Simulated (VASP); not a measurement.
A run of VASP 6.6.1 is set up as follows.

The input POSCAR:

```
WSe2
1.0
    3.2997419173      0.0000000000      0.0000000000
   -1.6498709587      2.8576603263      0.0000000000
    0.0000000000      0.0000000000     13.1490410433
W Se
2 4
Direct
    0.3333333333      0.6666666667      0.2500000000
    0.6666666667      0.3333333333      0.7500000000
    0.3333333333      0.6666666667      0.6233412272
    0.6666666667      0.3333333333      0.1233412272
    0.3333333333      0.6666666667      0.8766587728
    0.6666666667      0.3333333333      0.3766587728
```

Contents of INCAR.step1:

```
SYSTEM = WSe2
  PREC = Accurate
  ENCUT = 520
  ISMEAR = 0
  SIGMA = 0.02
  LREAL = .FALSE.
  LASPH = .TRUE.
  NELM = 80
  NBANDS = 35
  GGA = PE
  ALGO = Normal
  EDIFF = 1E-4
  LWAVE = .TRUE.
  LCHARG = .FALSE.
```

INCAR.step2

```
SYSTEM = WSe2
  PREC = Accurate
  ENCUT = 520
  EDIFF = 1E-6
  ISMEAR = 0
  SIGMA = 0.02
  LREAL = .FALSE.
  LASPH = .TRUE.
  NELM = 80
  ALGO = Normal
  ISIF = 2
  LWAVE = .FALSE.
  LCHARG = .FALSE.
  METAGGA = R2SCAN
  LMIXTAU = .TRUE.
  LUSE_VDW = .TRUE.
  IVDW_NL = 2
  BPARAM = 11.95
  CPARAM = 0.0093
  NBANDS = 35
  ISTART = 1
```

KPOINTS

```
regular mesh
0
G
  9 9 2
  0 0 0
```

Potentials or basis: VASP PAW PBE potentials, release 64 (W_sv, Se).

Run with:

```console
$ cat potpaw_PBE.64/W_sv/POTCAR potpaw_PBE.64/Se/POTCAR > POTCAR
$ cp INCAR.step1 INCAR
$ mpirun -np 1 vasp_std > vasp.out
$ cp INCAR.step2 INCAR
$ mpirun -np 1 vasp_std > vasp.out
```

(1) Predict the largest force.

(2) Estimate the band gap on the k mesh.

(3) Estimate the pressure.

## Answers

(1) 0.075 eV/Å.

(2) 1.23 eV (least direct gap 1.61 eV).

(3) 0.7 GPa.

Caveat: the PAW data sets were made with another functional, which shifts forces and pressure a little; spin-orbit coupling is left out, which moves the levels of the heavy elements; an odd mesh through Γ misses points on the zone boundary, where band edges can lie.

**The experiment to reproduce.**

From “Time-resolved XUV ARPES with tunable 24–33 eV laser pulses at 30 meV resolution”, 2019, pmc:6684652, for a bulk crystal of WSe2: band gap 1.3 eV (indirect).

Against the measured gap of WSe2, 1.3 eV (indirect; “Time-resolved XUV ARPES with tunable 24–33 eV laser pulses at 30 meV resolution”, 2019, pmc:6684652), the calculated 1.23 eV is off by -0.07 eV. Spin-orbit coupling on Se, W is left out. The value is that of r2SCAN+rVV10 on a finite k mesh, which can miss the band edges, without temperature or zero-point motion.
